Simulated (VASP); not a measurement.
Runs of VASP 6.6.1 on GaAs. The structure is that of space group F-43m (No. 216), or close to it. The cells are those of the table. 

| task | level | cell | k mesh | cutoff (eV) | gap on the mesh (eV) | pressure (GPa) | relaxed volume (Å³/atom) |
| --- | --- | --- | --- | --- | --- | --- | --- |
| single point | r2SCAN+rVV10 | a = 3.992 Å, angles 60.0°, 2 atoms | 8 × 8 × 8 | 520 | 1.02 | 0.2 | - |
| relaxation of cell and atoms | PBEsol | relaxed from a = 3.881 Å, angles 60.0°, 2 atoms | 6 × 6 × 6 | 600 | (a) | 0.0 | 22.69 |
| single point | PBEsol | a = 4.001 Å, angles 60.0°, 2 atoms | 6 × 6 × 6 | 520 | 0.44 | 0.2 | - |
| relaxation of cell and atoms | r2SCAN+rVV10 | relaxed from a = 4.001 Å, angles 60.0°, 2 atoms | 8 × 8 × 8 | 600 | (b) | 0.0 | 22.54 |

Alike in all rows: potentials or basis VASP PAW PBE potentials, release 64 (Ga_d, As); no spin polarisation; smearing fermi-dirac 0.03 eV.

Fill in the values left out.

(a) 0.42; (b) 1.00.

Caveats: the PAW data sets were made with another functional, which shifts forces and pressure a little.

A k mesh can miss the band edges, and the runs leave out spin-orbit coupling on As, Ga.
